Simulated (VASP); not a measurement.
A run of VASP 6.6.1:

File INCAR:

```
SYSTEM = ScPt3
PREC = Accurate
ENCUT = 520
EDIFF = 1E-6
ISMEAR = -1
SIGMA = 0.1
LREAL = .FALSE.
LASPH = .TRUE.
NELM = 60
ALGO = Normal
ISIF = 2
LWAVE = .FALSE.
LCHARG = .FALSE.
GGA = PS
NBANDS = 28
```

The input KPOINTS:

```
Automatic mesh
0
G
  7 7 7
  0 0 0
```

The input POSCAR:

```
ScPt3
1.0
    3.9580000000      0.0000000000      0.0000000000
    0.0000000000      3.9580000000      0.0000000000
    0.0000000000      0.0000000000      3.9580000000
Sc Pt
1 3
Direct
    0.0000000000      0.0000000000      0.0000000000
    0.0000000000      0.5000000000      0.5000000000
    0.5000000000      0.0000000000      0.5000000000
    0.5000000000      0.5000000000      0.0000000000
```

Potentials or basis: VASP PAW PBE potentials, release 64 (Sc_sv, Pt).

The run is started by

```bash
$ cat potpaw_PBE.64/Sc_sv/POTCAR potpaw_PBE.64/Pt/POTCAR > POTCAR
$ mpirun -np 1 vasp_std > vasp.out
```

Hardware: 1 thread of AMD EPYC 7R13 (shared host).

Estimate the wall time of this run.

Wall time 61 s on 1 thread of AMD EPYC 7R13, with other jobs on the host, peak memory 0.16 GiB. Counts: scf iterations 13, k points 20.
